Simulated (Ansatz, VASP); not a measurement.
# One calculation of Sc3Al, two programs

```
Sc Al
1.0
     3.71858    0.00000    0.00000
     0.00000    3.71858    0.00000
     0.00000    0.00000    4.37479
Sc Al
3 1
Direct
  0.50000 0.00000 0.50000
  0.00000 0.50000 0.50000
  0.50000 0.50000 0.00000
  0.00000 0.00000 0.00000
```

Change from the starting cell: strain -0.1500 x Voigt [1, 1, 0, 0, 0, 0], atoms carried along.

Alike in both runs: task single point; functional PBEsol; k mesh 12 × 12 × 12; occupations gaussian, width 0.15 eV; no spin polarisation.

|  | VASP | Ansatz |
| --- | --- | --- |
| version | VASP 6.6.1 | Ansatz 0.2.0 |
| potentials or method | VASP PAW PBE potentials, release 64 (Sc_sv, Al), cutoff 520 eV | scalar-relativistic, plane waves, PAW |
| valence electrons in the cell | 36 | 36 |

VASP gave:

- gap on the k mesh at the Fermi level (eV): none
- pressure (GPa): 39.2
- traceless stress, the component that is largest in VASP (GPa): -14.24

**Question.** What did Ansatz give for the same quantities?

**Answer.** gap on the k mesh at the Fermi level (eV): none; pressure (GPa): 38.8; traceless stress, the component that is largest in VASP (GPa): -14.18.

VASP's potentials were made for PBE, not for PBEsol. A gap of «none» marks a metal or a gap that the smearing closes. Both programs put the cell under a high pressure, so it lies far from rest at this level. The functional is the same, so the differences come from potentials, cutoffs and numerics.
